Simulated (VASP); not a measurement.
# CdH6 (P1) in VASP: single point with PBE

Aim: the single point of CdH6 with PBE.

All numbers are computed with VASP 6.6.1; they aren't measurements. Logs are shortened: lines on timing, memory, paths and dates and some standing lists are left out, and cuts for length are marked.

**1. The cell of the first run**

The typed cell holds 7 atoms: a = 5.838 Å, b = 5.965 Å, c = 5.871 Å, α = 86.83°, β = 89.03°, γ = 87.36°.

**2. Single point, PBE**

POSCAR

```
CdH6
1.0
    5.8379822988      0.0654198507      0.0237512252
    0.2079212741      5.9604369438      0.1166819533
    0.0732759477      0.2070968627      5.8668653082
Cd H
1 6
Direct
    0.9940011891      0.9460897051      0.0308397276
    0.5451134453      0.0901844844      0.4542065128
    0.4684100856      0.1548433157      0.5337811034
   -0.0133413828      0.4053311220      0.5791292671
    0.0157993190      0.4972906931      0.4922659985
    0.5395467490      0.4070749356     -0.0315581407
    0.4504705946      0.4991857441      0.9413355312
```

INCAR.step1

```
ALGO = Normal ; EDIFF = 1E-7
ENCUT = 520 ; GGA = PE
ISIF = 2 ; ISMEAR = 0
LASPH = True ; LCHARG = True
LREAL = False ; LWAVE = False
NBANDS = 18 ; NELM = 60
PREC = Accurate ; SIGMA = 0.02
```

KPOINTS.step1

```
k-points
0
Gamma
  4 4 4
```

INCAR.step2

```
ALGO = Normal ; EDIFF = 1E-7
ENCUT = 520 ; GGA = PE
ICHARG = 11 ; ISIF = 2
ISMEAR = -5 ; LASPH = True
LCHARG = False ; LORBIT = 11
LREAL = False ; LWAVE = False
NEDOS = 1001 ; NELM = 60
PREC = Accurate ; SIGMA = 0.02
```

KPOINTS.step2

```
k-points
0
Gamma
  6 6 6
```

Potentials or basis: VASP PAW PBE potentials, release 64 (Cd, H).

The run is started by

```sh
> cat potpaw_PBE.64/Cd/POTCAR potpaw_PBE.64/H/POTCAR > POTCAR
> cp INCAR.step1 INCAR
> cp KPOINTS.step1 KPOINTS
> mpirun -np 1 vasp_std > vasp.out
> cp INCAR.step2 INCAR
> cp KPOINTS.step2 KPOINTS
> mpirun -np 1 vasp_std > vasp.out
```

OUTCAR:

```text
EDIFF = 1E-7
   ENCUT = 520
   GGA = PE
   ICHARG = 11
   ISIF = 2
   ISMEAR = -5
   LASPH = True
   LORBIT = 11
   LREAL = False
   NELM = 60
   PREC = Accurate

 ion  position               nearest neighbor table
   1  0.994  0.946  0.031-
   2  0.545  0.090  0.454-   3 0.75
   3  0.468  0.155  0.534-   2 0.75
   4  0.987  0.405  0.579-   5 0.75
   5  0.016  0.497  0.492-   4 0.75
   6  0.540  0.407  0.968-   7 0.75
   7  0.450  0.499  0.941-   6 0.75

  LATTYP: Found a triclinic cell.
 ALAT       =     8.1521438769
 B/A-ratio  =     0.7317343428
 C/A-ratio  =     1.0070207952
 COS(alpha) =     0.0066904975
 COS(beta)  =     0.5055559238
 COS(gamma) =     0.6986977515

  Lattice vectors:

 A1 = (   5.6300610247,  -5.8950170931,  -0.0929307281)
 A2 = (  -0.2079212741,  -5.9604369438,  -0.1166819533)
 A3 = (   5.7647063511,  -0.1416770120,  -5.8431140830)

Analysis of symmetry for initial positions (statically):
=====================================================================
 Subroutine PRICEL returns:
 Original cell was already a primitive cell.

 Routine SETGRP: Setting up the symmetry group for a
 triclinic supercell.

 Subroutine GETGRP returns: Found  1 space group operations
 (whereof  1 operations were pure point group operations)
 out of a pool of  2 trial point group operations.

The static configuration has the point symmetry C_1 .

Analysis of symmetry for dynamics (positions and initial velocities):
=====================================================================
 Subroutine PRICEL returns:
 Original cell was already a primitive cell.

 Routine SETGRP: Setting up the symmetry group for a
 triclinic supercell.

 Subroutine GETGRP returns: Found  1 space group operations
 (whereof  1 operations were pure point group operations)
 out of a pool of  2 trial point group operations.

The dynamic configuration has the point symmetry C_1 .

 Subroutine INISYM returns: Found  1 space group operations
 (whereof  1 operations are pure point group operations),
 and found     1 'primitive' translations

----------------------------------------------------------------------------------------

                                     Primitive cell

  volume of cell :     203.9192

  direct lattice vectors                    reciprocal lattice vectors
     5.837982299  0.065419851  0.023751225     0.171366476 -0.005940079 -0.001930651
     0.207921274  5.960436944  0.116681953    -0.001858043  0.167953356 -0.005905447
     0.073275948  0.207096863  5.866865308    -0.000656801 -0.003316258  0.170574039

  length of vectors
[... 125 lines left out ...]
 non-spin polarized calculation
 Fermi weights with tetrahedron method with Bloechl corrections
  energy-cutoff  :      520.00
  volume of cell :      203.92
 maximum number of plane-waves:      5515
 NGX is ok and might be reduce to    48

 number of electron      18.0000003 magnetization

 Free energy of the ion-electron system (eV)
  ---------------------------------------------------
  ext. energy  EPLUGINS =         0.00000000
  ---------------------------------------------------
  free energy    TOTEN  =       -20.41084111 eV

  energy without entropy =      -20.41084111  energy(sigma->0) =      -20.41084111

 E-fermi :  -4.2996     XC(G=0):  -4.5336

 val. band max:       -4.3106377715   @ k =   0.5000   0.5000   0.5000
 cond. band min:      -0.8166568635   @ k =   0.5000   0.5000   0.5000
 fundamental gap:      3.4939809080
 Fermi energy:        -4.2996171424

 k-point     1 :       0.0000    0.0000    0.0000
  band No.  band energies     occupation
      1     -10.5969      2.00000
      2     -10.5954      2.00000
      3     -10.5891      2.00000
      4     -10.5883      2.00000
      5     -10.5858      2.00000
      6      -9.5054      2.00000
      7      -9.0363      2.00000
      8      -8.9489      2.00000
      9      -4.5268      2.00000
     10      -0.0823      0.00000
     11       0.0799      0.00000
     12       0.5002      0.00000
     13       2.7630      0.00000
[... 354 lines left out ...]
  band No.  band energies     occupation
      1     -10.5946      2.00000
      2     -10.5942      2.00000
      3     -10.5895      2.00000
      4     -10.5875      2.00000
      5     -10.5863      2.00000
      6      -9.3149      2.00000
      7      -9.1790      2.00000
      8      -8.9875      2.00000
      9      -4.5222      2.00000
     10      -0.2901      0.00000
     11       0.2054      0.00000
     12       0.6167      0.00000
     13       1.8069      0.00000

 [... further k-points ...]

------------------------ aborting loop because EDIFF is reached ----------------------------------------

  FORCE on cell =-STRESS in cart. coord.  units (eV):
  Direction    XX          YY          ZZ          XY          YZ          ZX
  --------------------------------------------------------------------------------------
  -------------------------------------------------------------------------------------
  Total       -0.1118452     -0.1054597     -0.1090952      0.0169478      0.0130545      0.0102597
  in kB       -0.8787587     -0.8285888     -0.8571525      0.1331576      0.1025685      0.0806099
  external PRESSURE =      -0.8548333 kB  Pullay stress =       0.0000000 kB

 VOLUME and BASIS-vectors are now :
 -----------------------------------------------------------------------------
  energy-cutoff  :      520.00
  volume of cell :      203.92
      direct lattice vectors                 reciprocal lattice vectors
     5.837982299  0.065419851  0.023751225     0.171366476 -0.005940079 -0.001930651
     0.207921274  5.960436944  0.116681953    -0.001858043  0.167953356 -0.005905447
     0.073275948  0.207096863  5.866865308    -0.000656801 -0.003316258  0.170574039

 POSITION                                       TOTAL-FORCE (eV/Angst)
 -----------------------------------------------------------------------------------
      6.00193      5.71052      0.31493         0.000446      0.000487     -0.000298
      3.23440      0.66726      2.68824        -0.006279      0.007320      0.009510
      2.80588      1.06412      3.16081         0.006629     -0.007097     -0.009044
      5.88681      2.60043      3.46840         0.001818      0.005331     -0.004857
      0.23170      3.06705      2.94646        -0.002055     -0.005813      0.004861
      3.30547      2.66220      5.74203        -0.003716      0.003134     -0.001394
      2.80261      3.19978      5.59163         0.003156     -0.003363      0.001222
 -----------------------------------------------------------------------------------
    total drift:                                0.000553      0.000681     -0.000017

  FREE ENERGIE OF THE ION-ELECTRON SYSTEM (eV)
  ---------------------------------------------------
  free  energy   TOTEN  =       -20.4108411142 eV

  energy  without entropy=      -20.4108411142  energy(sigma->0) =      -20.41084111

 total charge

# of ion       s       p       d       tot
------------------------------------------
    1        0.779   0.001   9.517  10.297
    2        0.607   0.028   0.000   0.635
    3        0.606   0.028   0.000   0.634
    4        0.606   0.028   0.000   0.634
    5        0.606   0.028   0.000   0.634
    6        0.606   0.028   0.000   0.634
    7        0.606   0.028   0.000   0.634
--------------------------------------------------
tot          4.416   0.170   9.517  14.104
```

OSZICAR.step1:

```text
N       E                     dE             d eps       ncg     rms          rms(c)
DAV:   1     0.653763705705E+02    0.65376E+02   -0.61758E+03  1296   0.727E+02
DAV:   2    -0.184134767881E+02   -0.83790E+02   -0.81365E+02  1386   0.180E+02
DAV:   3    -0.224160436004E+02   -0.40026E+01   -0.39901E+01  1648   0.415E+01
DAV:   4    -0.224319669157E+02   -0.15923E-01   -0.15920E-01  1456   0.288E+00
DAV:   5    -0.224320821098E+02   -0.11519E-03   -0.11519E-03  1586   0.214E-01    0.771E+00
DAV:   6    -0.210972712337E+02    0.13348E+01   -0.51778E-01  1444   0.229E+00    0.420E+00
DAV:   7    -0.203993420851E+02    0.69793E+00   -0.12025E+00  1458   0.426E+00    0.532E-01
DAV:   8    -0.204151697022E+02   -0.15828E-01   -0.43224E-02  1370   0.115E+00    0.304E-01
DAV:   9    -0.204106195830E+02    0.45501E-02   -0.10484E-02  1588   0.360E-01    0.577E-02
DAV:  10    -0.204108176240E+02   -0.19804E-03   -0.53342E-04  1372   0.115E-01    0.194E-02
DAV:  11    -0.204108493754E+02   -0.31751E-04   -0.90612E-05  1372   0.470E-02    0.127E-02
DAV:  12    -0.204108508292E+02   -0.14538E-05   -0.18751E-05  1428   0.187E-02    0.699E-03
DAV:  13    -0.204108487509E+02    0.20783E-05   -0.25815E-06  1358   0.606E-03    0.169E-03
DAV:  14    -0.204108485508E+02    0.20007E-06   -0.18273E-07  1354   0.209E-03    0.532E-04
DAV:  15    -0.204108485199E+02    0.30951E-07   -0.32267E-08  1112   0.876E-04
   1 F= -.20410849E+02 E0= -.20410849E+02  d E =-.286043E-17
```

It took 2.5 min on 1 thread of Intel Xeon Platinum 8488C (Sapphire Rapids), shared host; peak memory 0.51 GiB.

Results:

| Property | Result |
| --- | --- |
| Valence electrons inside the program's atomic spheres | Cd 10.30; H 0.64, 0.63 (each value once) |
